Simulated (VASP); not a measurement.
Set up this calculation in VASP 6.6.1, as the native input.

```
Task                   : single point
Functional             : PBE
Potentials or basis    : VASP PAW PBE potentials, release 64 (Ba_sv)
Cutoff                 : 520 eV
k mesh                 : 14 × 14 × 14
Occupations            : gaussian, width 0.15 eV
Spin                   : no spin polarisation
Dipole correction      : no
Further INCAR settings : ALGO = Normal; EDIFF = 1e-06; NBANDS = 11
```

The structure of Ba lies in POSCAR:

```
Ba
1.0
    0.0000000000      3.2326650028      3.2326650028
    3.2326650028      0.0000000000      3.2326650028
    3.2326650028      3.2326650028      0.0000000000
Ba
1
Direct
    0.0000000000      0.0000000000      0.0000000000
```

These files were run (other wordings do the same):

INCAR

```
SYSTEM = Ba
PREC = Accurate
ENCUT = 520
EDIFF = 1E-6
ISMEAR = 0
SIGMA = 0.15
LREAL = .False.
LASPH = .True.
NELM = 100
ALGO = Normal
ISIF = 2
LWAVE = .False.
LCHARG = .False.
GGA = PE
NBANDS = 11
```

KPOINTS

```
regular mesh
0
Gamma
  14 14 14
  0 0 0
```

Potentials or basis: VASP PAW PBE potentials, release 64 (Ba_sv).

The run is started by

```bash
$ cat potpaw_PBE.64/Ba_sv/POTCAR > POTCAR
$ mpirun -np 1 vasp_std > vasp.out
```

It gave:

The pressure is -0.4 GPa and the band gap on the k mesh is zero (band 5 reaches 1.52 eV, above the bottom of band 6 at 1.34 eV).

Caveat: spin-orbit coupling is left out, which moves the levels of the heavy elements.

Wall time 2.3 min on 1 thread of AMD EPYC 7R13, on a shared host, peak memory 0.21 GiB.
